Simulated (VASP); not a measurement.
NaCl: single point with r2SCAN

NaCl:

```
Na Cl
1.0
     3.45955    0.00000    0.00000
     0.00000    3.45955    0.00000
     0.00000    0.00000    3.45955
Na Cl
1 1
Cartesian
  0.0000 0.0000 0.0000
  1.7298 1.7298 1.7298
```

| Quantity | Value |
| --- | --- |
| Program | VASP 6.6.1 |
| Task | single point |
| Functional | r2SCAN |
| Potentials or basis | VASP PAW PBE potentials, release 64 (Na_pv, Cl) |
| Cutoff | 520 eV |
| k mesh | 6 × 6 × 6 |
| Occupations | gaussian, width 0.01 eV |
| Spin | no spin polarisation |
| Dipole correction | no |
| Further INCAR settings | ALGO = Normal; EDIFF = 1e-07; NBANDS = 14 |

| Item | Value |
| --- | --- |
| Pressure | -0.3 GPa |
| Band gap on the k mesh | 4.95 eV, indirect (least direct gap 5.49 eV) |

Levels at points of the mesh, in eV from the valence-band top:
```tsv
k point	band 3	band 4	band 5	band 6	band 7	band 8	band 9	band 10	band 11	band 12
(0.00, 0.00, 0.00)	-22.80	-14.10	-0.54	-0.54	-0.54	4.95	9.14	9.14	16.80	16.80
(0.50, 0.00, 0.00)	-22.79	-13.69	-3.13	-0.29	-0.29	7.82	9.79	11.24	12.73	12.73
(0.50, 0.50, 0.00)	-22.79	-13.39	-2.44	-2.44	0.00	6.24	10.73	12.20	12.20	13.31
(0.50, 0.50, 0.50)	-22.82	-13.08	-2.01	-2.01	-2.01	7.75	7.75	7.75	13.28	17.35
```

It used 68 s of CPU time on 1 thread of AMD EPYC 7R13 Processor (Zen 3), with other jobs on the host.

Caveat: the PAW data sets were made with another functional, which shifts forces and pressure a little. r2SCAN opens gaps a little over a GGA but as a rule still falls short of measured ones.
